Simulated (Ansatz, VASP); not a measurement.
## Two plane-wave programs on Ag

INCAR

```
SYSTEM = Ag
  PREC = Accurate
  ENCUT = 520
  EDIFF = 1E-6
  ISMEAR = -1
  SIGMA = 0.1
  LREAL = .FALSE.
  LASPH = .TRUE.
  NELM = 100
  ALGO = Normal
  ISIF = 2
  LWAVE = .FALSE.
  LCHARG = .FALSE.
  GGA = CA
  NBANDS = 18
```

The input KPOINTS:

```
Automatic mesh
0
G
  7 7 4
  0 0 0
```

POSCAR

```
Ag
1.0
    2.9645157800      0.0000000000      0.0000000000
   -1.4822578900      2.5673414900      0.0000000000
    0.0000000000      0.0000000000      4.8464268100
Ag
2
Direct
    0.3333000000      0.6667000000      0.2500000000
    0.6666000000      0.3333000000      0.7500000000
```

Input for Ansatz:

```yaml
crystal:
  lattice:
    - [2.96451578, 0.0, 0.0]
    - [-1.48225789, 2.56734149, 0.0]
    - [0.0, 0.0, 4.84642681]
  atoms:
    - { symbol: Ag, position: [0.3333, 0.6667, 0.25] }
    - { symbol: Ag, position: [0.6666, 0.3333, 0.75] }
  symmetry: { tolerance: 0.0003 }
kpoints:
  mp_grid: { grid: [7, 7, 4], shift: [0, 0, 0] }
magnetization:
  spin_polarized: false
scf:
  occupations: { method: fermi_dirac }
hamiltonian:
  pseudopotentials: { kind: paw }
  xc: lda
basis:
  ecutwfc: 420
output:
  forces: true
  stress: true
  eigenvalues: true
  write_density: true
  write_potential: true
  elf: true
  volumetric_format: npy
```

Alike in both runs: task single point; functional LDA; k mesh 7 × 7 × 4; no spin polarisation.

|  | VASP | Ansatz |
| --- | --- | --- |
| version | VASP 6.6.1 | Ansatz 0.2.0 |
| potentials or method | VASP PAW LDA potentials, release 64 (Ag), cutoff 520 eV | PAW plane waves |
| occupations | fermi-dirac, width 0.1 eV | fermi-dirac |
| valence electrons in the cell | 22 | 38 |

VASP gave:

| Item | Value |
| --- | --- |
| gap on the k mesh at the Fermi level (eV) | none |
| pressure (GPa) | -13.0 |
| traceless stress, the component that is largest in VASP (GPa) | 0.56 |

**Question.** Which values does Ansatz return?

**Answer.** gap on the k mesh at the Fermi level (eV): none; pressure (GPa): -13.2; traceless stress, the component that is largest in VASP (GPa): 0.55.

LDA's correlation is that of Perdew and Zunger in VASP and of Perdew and Wang (1992) in Ansatz. A gap of «none» marks a metal or a gap that the smearing closes. VASP's potentials hold 22 valence electrons a cell and Ansatz's 38, so a difference there can come from the potentials and not from the codes. Ansatz's warnings: structure snapped to symmetry.
